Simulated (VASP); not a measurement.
# Ge4As (Pm-3m) in VASP: further runs

The runs below take Ge4As through single point, with PBE.

Program: VASP 6.6.1. These are calculated values, not measurements. Logs are shortened: lines on timing, memory, paths and dates and some standing lists are left out, and cuts for length are marked.

### 1 The cell of the first run

It takes space group Pm-3m (No. 221, cubic). The conventional cell has a = 4.552 Å, b = 4.552 Å, c = 4.552 Å, α = 90.00°, β = 90.00°, γ = 90.00°. Ge (site symmetry m-3m) has 6 Ge at 2.28 Å within 3.0 Å. Within 3.0 Å of Ge (site symmetry 4/mmm) lie 2 Ge at 2.28 Å. Within 4.2 Å of As (site symmetry m-3m) lie 20 Ge at 3.22 to 3.94 Å.

The cell was built from a structure type or drawn by symmetry, and may not be a known phase.

### 2 Single point, PBE

The input, INCAR:

```
SYSTEM = Ge4As
  PREC = Accurate
  ENCUT = 520
  EDIFF = 1E-6
  ISMEAR = 0
  SIGMA = 0.1
  LREAL = .False.
  LASPH = .True.
  NELM = 80
  ALGO = Normal
  ISIF = 2
  LWAVE = .False.
  LCHARG = .False.
  GGA = PE
  NBANDS = 38
```

The input, KPOINTS:

```
regular mesh
0
Gamma
  4 4 4
  0 0 0
```

The input, POSCAR:

```
Ge4As
1.0
    4.5515563400      0.0000000000      0.0000000000
    0.0000000000      4.5515563400      0.0000000000
    0.0000000000      0.0000000000      4.5515563400
Ge As
4 1
Direct
    0.5000000000      0.5000000000      0.5000000000
    0.0000000000      0.5000000000      0.5000000000
    0.5000000000      0.0000000000      0.5000000000
    0.5000000000      0.5000000000      0.0000000000
    0.0000000000      0.0000000000      0.0000000000
```

Potentials or basis: VASP PAW PBE potentials, release 64 (Ge_d, As).

Launch:

```bash
$ cat potpaw_PBE.64/Ge_d/POTCAR potpaw_PBE.64/As/POTCAR > POTCAR
$ mpirun -np 1 vasp_std > vasp.out
```

OUTCAR:

```text
SYSTEM = Ge4As
   PREC = Accurate
   ENCUT = 520
   EDIFF = 1E-6
   ISMEAR = 0
   LREAL = .False.
   LASPH = .True.
   NELM = 80
   ISIF = 2
   GGA = PE

 ion  position               nearest neighbor table
   1  0.500  0.500  0.500-   2 2.28   3 2.28   4 2.28   4 2.28   3 2.28   2 2.28
   2  0.000  0.500  0.500-   1 2.28   1 2.28
   3  0.500  0.000  0.500-   1 2.28   1 2.28
   4  0.500  0.500  0.000-   1 2.28   1 2.28
   5  0.000  0.000  0.000-

  LATTYP: Found a simple cubic cell.
 ALAT       =     4.5515563400

  Lattice vectors:

 A1 = (   4.5515563400,   0.0000000000,   0.0000000000)
 A2 = (   0.0000000000,   4.5515563400,   0.0000000000)
 A3 = (   0.0000000000,   0.0000000000,   4.5515563400)

Analysis of symmetry for initial positions (statically):
=====================================================================
 Subroutine PRICEL returns:
 Original cell was already a primitive cell.

 Routine SETGRP: Setting up the symmetry group for a
 simple cubic supercell.

 Subroutine GETGRP returns: Found 48 space group operations
 (whereof 48 operations were pure point group operations)
 out of a pool of 48 trial point group operations.

The static configuration has the point symmetry O_h .

Analysis of symmetry for dynamics (positions and initial velocities):
=====================================================================
 Subroutine PRICEL returns:
 Original cell was already a primitive cell.

 Routine SETGRP: Setting up the symmetry group for a
 simple cubic supercell.

 Subroutine GETGRP returns: Found 48 space group operations
 (whereof 48 operations were pure point group operations)
 out of a pool of 48 trial point group operations.

The dynamic configuration has the point symmetry O_h .

 Subroutine INISYM returns: Found 48 space group operations
 (whereof 48 operations are pure point group operations),
 and found     1 'primitive' translations

----------------------------------------------------------------------------------------

                                     Primitive cell

  volume of cell :      94.2931

  direct lattice vectors                    reciprocal lattice vectors
     4.551556340  0.000000000  0.000000000     0.219705069  0.000000000  0.000000000
     0.000000000  4.551556340  0.000000000     0.000000000  0.219705069  0.000000000
     0.000000000  0.000000000  4.551556340     0.000000000  0.000000000  0.219705069

  length of vectors
     4.551556340  4.551556340  4.551556340     0.219705069  0.219705069  0.219705069

  position of ions in fractional coordinates (direct lattice)
     0.500000000  0.500000000  0.500000000
     0.000000000  0.500000000  0.500000000
     0.500000000  0.000000000  0.500000000
     0.500000000  0.500000000  0.000000000
     0.000000000  0.000000000  0.000000000

  ion indices of the primitive-cell ions
   primitive index   ion index
                 1           1
                 2           2
                 3           3
                 4           4
                 5           5

----------------------------------------------------------------------------------------

 KPOINTS: regular mesh

Automatic generation of k-mesh.
 Grid dimensions read from file:
 generate k-points for:    4    4    4

 Generating k-lattice:

  Cartesian coordinates                     Fractional coordinates (reciprocal lattice)
     0.054926267  0.000000000  0.000000000     0.250000000  0.000000000  0.000000000
     0.000000000  0.054926267  0.000000000     0.000000000  0.250000000  0.000000000
     0.000000000  0.000000000  0.054926267     0.000000000  0.000000000  0.250000000

  Length of vectors
     0.054926267  0.054926267  0.054926267

  Shift w.r.t. Gamma in fractional coordinates (k-lattice)
     0.000000000  0.000000000  0.000000000

 Subroutine IBZKPT returns following result:
 ===========================================

 Found     10 irreducible k-points:

 Following reciprocal coordinates:
            Coordinates               Weight
  0.000000  0.000000  0.000000      1.000000
  0.250000  0.000000  0.000000      6.000000
  0.500000  0.000000  0.000000      3.000000
  0.250000  0.250000  0.000000     12.000000
  0.500000  0.250000  0.000000     12.000000
  0.500000  0.500000  0.000000      3.000000
  0.250000  0.250000  0.250000      8.000000
  0.500000  0.250000  0.250000     12.000000
  0.500000  0.500000  0.250000      6.000000
  0.500000  0.500000  0.500000      1.000000
   k-points           NKPTS =     10   k-points in BZ     NKDIM =     10   number of bands    NBANDS=     38
   number of dos      NEDOS =    301   number of ions     NIONS =      5
   total plane-waves  NPLWV =  46656
   dimension x,y,z NGX =    36 NGY =   36 NGZ =   36
   dimension x,y,z NGXF=    72 NGYF=   72 NGZF=   72
   ions per type =               4   1
   NGX,Y,Z   is equivalent  to a cutoff of  13.15, 13.15, 13.15 a.u.
   NGXF,Y,Z  is equivalent  to a cutoff of  26.30, 26.30, 26.30 a.u.
 SYSTEM =  Ge4As
   PREC   = accura    normal or accurate (medium, high low for compatibility)
   ISTART =      0    job   : 0-new  1-cont  2-samecut
   ICHARG =      2    charge: 1-file 2-atom 10-const
   ISPIN  =      1    spin polarized calculation?
   LNONCOLLINEAR =      F non collinear calculations
   LSORBIT =      F    spin-orbit coupling
   LASPH  =      T    aspherical Exc in radial PAW
   ENCUT  =  520.0 eV  38.22 Ry    6.18 a.u.   8.46  8.46  8.46*2*pi/ulx,y,z
   NELM   =     80;   NELMIN=  2; NELMDL= -5     # of ELM steps
   EDIFF  = 0.1E-05   stopping-criterion for ELM
   LREAL  =      F    real-space projection
   EDIFFG = 0.1E-04   stopping-criterion for IOM
   NSW    =      0    number of steps for IOM
   IBRION =     -1    ionic relax: 0-MD 1-quasi-New 2-CG
   NFREE  =      0    steps in history (QN), initial steepest desc. (CG)
   ISIF   =      2    stress and relaxation
   ISYM   =      2    0-nonsym 1-usesym 2-fastsym
   POTIM  = 0.5000    time-step for ionic-motion
   TEBEG  =    0.0;   TEEND  =   0.0 temperature during run
   PSTRESS=    0.0 pullay stress
   NELECT =      61.0000    total number of electrons
   NUPDOWN=      -1.0000    fix difference up-down
   EMIN   =  10.00;   EMAX   =-10.00  energy-range for DOS
   EFERMI =   0.00;   METHOD = LEGACY
   ISMEAR =     0;   SIGMA  =   0.10  broadening in eV -4-tet -1-fermi 0-gaus
   EFERMI_NEDOS =   21; number of points for ismear=-14 and -15
   IALGO  =     38    algorithm
   IMIX   =      4    mixing-type and parameters
     AMIX     =   0.40;   BMIX     =  1.00
     AMIX_MAG =   1.60;   BMIX_MAG =  1.00
  volume/ion in A,a.u.               =      18.86       127.26
  Fermi-wavevector in a.u.,A,eV,Ry     =   1.415875  2.675615 27.275619  2.004701
  Thomas-Fermi vector in A             =   2.537268
   LORBIT       =      0    0 simple, 1 ext, 2 COOP (PROOUT), +10 PAW based schemes
   GGA     = PE    functional components
   LHFCALC =     F    Hartree Fock is set to
   AEXX    =    0.0000 exact exchange contribution
   IVDW    =     0    specifies the selected vdW correction
   LEPSILON=     F    determine dielectric tensor
   LRPA    =     F    only Hartree local field effects (RPA)
 non-spin polarized calculation
 Gauss-broadening in eV      SIGMA  =   0.10
  energy-cutoff  :      520.00
  volume of cell :       94.29
 maximum number of plane-waves:      2560
 NGX is ok and might be reduce to    36
   NGX = 17   NGY = 17   NGZ = 17

 number of electron      60.9999966 magnetization

 Free energy of the ion-electron system (eV)
  ---------------------------------------------------
  ext. energy  EPLUGINS =         0.00000000
  ---------------------------------------------------
  free energy    TOTEN  =       -17.77418115 eV

  energy without entropy =      -17.76553727  energy(sigma->0) =      -17.76985921

 E-fermi :   6.3811     XC(G=0): -11.0314

 val. band max:        6.2632092140   @ k =   0.5000   0.2500   0.0000
 cond. band min:       6.4592556918   @ k =   0.5000   0.2500   0.2500
 fundamental gap:      0.1960464777
 Fermi energy:         6.3810558589

 k-point     1 :       0.0000    0.0000    0.0000
  band No.  band energies     occupation
      1     -18.8084      2.00000
      2     -18.8084      2.00000
      3     -18.5294      2.00000
      4     -18.5294      2.00000
      5     -18.5294      2.00000
      6     -18.4350      2.00000
[... 30 lines left out ...]
     37      11.4933      0.00000
     38      11.6786      0.00000

 k-point     2 :       0.2500    0.0000    0.0000
  band No.  band energies     occupation
      1     -18.8080      2.00000
      2     -18.7297      2.00000
      3     -18.5282      2.00000
      4     -18.4921      2.00000
      5     -18.4921      2.00000
      6     -18.4141      2.00000
[... 30 lines left out ...]
     37      10.4803      0.00000
     38      11.8660      0.00000

 k-point     3 :       0.5000    0.0000    0.0000
  band No.  band energies     occupation
      1     -18.8076      2.00000
      2     -18.6449      2.00000
      3     -18.5270      2.00000
      4     -18.4409      2.00000
      5     -18.4409      2.00000
      6     -18.3522      2.00000
[... 30 lines left out ...]
     37      11.0622      0.00000
     38      11.7165      0.00000

 k-point     4 :       0.2500    0.2500    0.0000
  band No.  band energies     occupation
      1     -18.7717      2.00000
      2     -18.6757      2.00000
      3     -18.4920      2.00000
      4     -18.4895      2.00000
      5     -18.4537      2.00000
      6     -18.4009      2.00000
[... 30 lines left out ...]
     37      11.8053      0.00000
     38      13.0497      0.00000

 k-point     5 :       0.5000    0.2500    0.0000
  band No.  band energies     occupation
      1     -18.7619      2.00000
      2     -18.5783      2.00000
      3     -18.4894      2.00000
      4     -18.4392      2.00000
      5     -18.3983      2.00000
      6     -18.3503      2.00000
[... 30 lines left out ...]
     37      12.2555      0.00000
     38      12.5874      0.00000

 k-point     6 :       0.5000    0.5000    0.0000
  band No.  band energies     occupation
      1     -18.7380      2.00000
      2     -18.4374      2.00000
      3     -18.4374      2.00000
      4     -18.3593      2.00000
      5     -18.3593      2.00000
      6     -18.3491      2.00000
[... 30 lines left out ...]
     37      12.1447      0.00000
     38      12.4763      0.00000

 k-point     7 :       0.2500    0.2500    0.2500
  band No.  band energies     occupation
      1     -18.6754      2.00000
      2     -18.6754      2.00000
      3     -18.4564      2.00000
      4     -18.4497      2.00000
      5     -18.4497      2.00000
      6     -18.3918      2.00000
[... 30 lines left out ...]
     37      10.9563      0.00000
     38      13.1310      0.00000

 k-point     8 :       0.5000    0.2500    0.2500
  band No.  band energies     occupation
      1     -18.6750      2.00000
      2     -18.5521      2.00000
      3     -18.4495      2.00000
      4     -18.4011      2.00000
      5     -18.3913      2.00000
      6     -18.3483      2.00000
[... 30 lines left out ...]
     37      11.6884      0.00000
     38      11.9663      0.00000

 k-point     9 :       0.5000    0.5000    0.2500
  band No.  band energies     occupation
      1     -18.6222      2.00000
      2     -18.3952      2.00000
      3     -18.3952      2.00000
      4     -18.3563      2.00000
      5     -18.3563      2.00000
      6     -18.3443      2.00000
[... 30 lines left out ...]
     37      12.1001      0.00000
     38      12.1004      0.00000

 k-point    10 :       0.5000    0.5000    0.5000
  band No.  band energies     occupation
      1     -18.3657      2.00000
      2     -18.3657      2.00000
      3     -18.3657      2.00000
      4     -18.3401      2.00000
      5     -18.3333      2.00000
      6     -18.3333      2.00000
[... 30 lines left out ...]
     37      11.6043      0.00000
     38      11.6043      0.00000

------------------------ aborting loop because EDIFF is reached ----------------------------------------

  FORCE on cell =-STRESS in cart. coord.  units (eV):
  Direction    XX          YY          ZZ          XY          YZ          ZX
  --------------------------------------------------------------------------------------
  -------------------------------------------------------------------------------------
  Total       12.7773621     12.7773621     12.7773621      0.0000000      0.0000000     -0.0000000
  in kB      217.1060958    217.1060958    217.1060958      0.0000000      0.0000000     -0.0000000
  external PRESSURE =     217.1060958 kB  Pullay stress =       0.0000000 kB

 VOLUME and BASIS-vectors are now :
 -----------------------------------------------------------------------------
  energy-cutoff  :      520.00
  volume of cell :       94.29
      direct lattice vectors                 reciprocal lattice vectors
     4.551556340  0.000000000  0.000000000     0.219705069  0.000000000  0.000000000
     0.000000000  4.551556340  0.000000000     0.000000000  0.219705069  0.000000000
     0.000000000  0.000000000  4.551556340     0.000000000  0.000000000  0.219705069

 POSITION                                       TOTAL-FORCE (eV/Angst)
 -----------------------------------------------------------------------------------
      2.27578      2.27578      2.27578         0.000000      0.000000      0.000000
      0.00000      2.27578      2.27578         0.000000      0.000000      0.000000
      2.27578      0.00000      2.27578         0.000000      0.000000      0.000000
      2.27578      2.27578      0.00000         0.000000      0.000000      0.000000
      0.00000      0.00000      0.00000         0.000000      0.000000      0.000000
 -----------------------------------------------------------------------------------
    total drift:                                0.000000      0.000000      0.000000

  FREE ENERGIE OF THE ION-ELECTRON SYSTEM (eV)
  ---------------------------------------------------
  free  energy   TOTEN  =       -17.7741811495 eV

  energy  without entropy=      -17.7655372743  energy(sigma->0) =      -17.76985921
```

It took 51 s on 1 thread of Intel Xeon 8259CL, shared host; peak memory 0.21 GiB.

What came out:

```
Free energy            : -17.7742 eV
Pressure               : 21.7 GPa
Band gap on the k mesh : zero (an odd number of electrons rules out a gap without spin polarisation)
```

Levels at points of the mesh, in eV from the Fermi level:
| k point | band 26 | band 27 | band 28 | band 29 | band 30 | band 31 | band 32 | band 33 | band 34 | band 35 |
| --- | --- | --- | --- | --- | --- | --- | --- | --- | --- | --- |
| (0.00, 0.00, 0.00) | -5.92 | -5.92 | -1.11 | -0.88 | -0.88 | -0.88 | 1.85 | 1.85 | 1.85 | 5.11 |
| (0.50, 0.00, 0.00) | -5.17 | -4.49 | -2.37 | -2.37 | -0.20 | 0.73 | 1.55 | 2.02 | 2.02 | 2.65 |
| (0.50, 0.50, 0.00) | -4.60 | -2.01 | -1.85 | -1.85 | -0.94 | -0.40 | -0.40 | 2.89 | 2.94 | 2.94 |
| (0.50, 0.50, 0.50) | -4.90 | -4.90 | -4.90 | 3.06 | 3.06 | 3.56 | 3.56 | 3.56 | 4.78 | 4.78 |

Caveat: the cell stands under pressure.

### 3 Single point, PBE

This run uses another cell than the first one, of 24.21 Å³/atom.

The input, INCAR:

```
PREC     = Accurate       # precision mode
ENCUT    = 520            # plane-wave cutoff, eV
EDIFF    = 1E-7           # SCF threshold, eV
ISMEAR   = 0              # smearing method
SIGMA    = 0.1            # smearing width, eV
LREAL    = False          # projectors in reciprocal space
LASPH    = True           # aspherical terms in the spheres
NELM     = 80             # most SCF steps
ALGO     = Normal         # electronic algorithm
ISIF     = 2              # what is computed and relaxed
LWAVE    = False          # write WAVECAR
LCHARG   = True           # write CHGCAR
GGA      = PE             # functional
LELF     = True           # ELF
LVHAR    = True         
NBANDS   = 38             # bands
```

The input, KPOINTS:

```
regular mesh
0
Gamma
  8 8 8
```

POSCAR: that of step 2 with these lines changed.

```diff
@@ -2,5 +2,5 @@
 1.0
-    4.5515563400      0.0000000000      0.0000000000
-    0.0000000000      4.5515563400      0.0000000000
-    0.0000000000      0.0000000000      4.5515563400
+    4.9467632863      0.0000000000      0.0000000000
+    0.0000000000      4.9467632863      0.0000000000
+    0.0000000000      0.0000000000      4.9467632863
 Ge As
```

Potentials or basis: VASP PAW PBE potentials, release 64 (Ge_d, As).

Launch:

```bash
$ cat potpaw_PBE.64/Ge_d/POTCAR potpaw_PBE.64/As/POTCAR > POTCAR
$ mpirun -np 1 vasp_std > vasp.out
```

Run time: 4.3 min. Hardware: 1 thread of Intel Xeon 8259CL, shared host; peak memory 0.31 GiB.

The run converged. Its results:

* Free energy: -18.8432 eV
* Pressure: 0.0 GPa
* Band gap on the k mesh: zero (an odd number of electrons rules out a gap without spin polarisation)

Levels at points of the mesh, in eV from the Fermi level:
```csv
k point,band 27,band 28,band 29,band 30,band 31,band 32,band 33,band 34,band 35,band 36
"(0.00, 0.00, 0.00)",-5.07,-3.00,-0.93,-0.93,-0.93,1.28,1.28,1.28,3.65,3.65
"(0.50, 0.00, 0.00)",-4.57,-1.91,-1.91,-0.13,-0.06,0.37,1.38,1.38,1.84,1.84
"(0.50, 0.50, 0.00)",-1.96,-1.77,-1.77,-0.78,-0.35,-0.35,1.76,1.77,1.77,3.52
"(0.50, 0.50, 0.50)",-3.90,-3.90,1.86,1.86,2.40,2.40,2.40,3.03,3.03,3.03
```
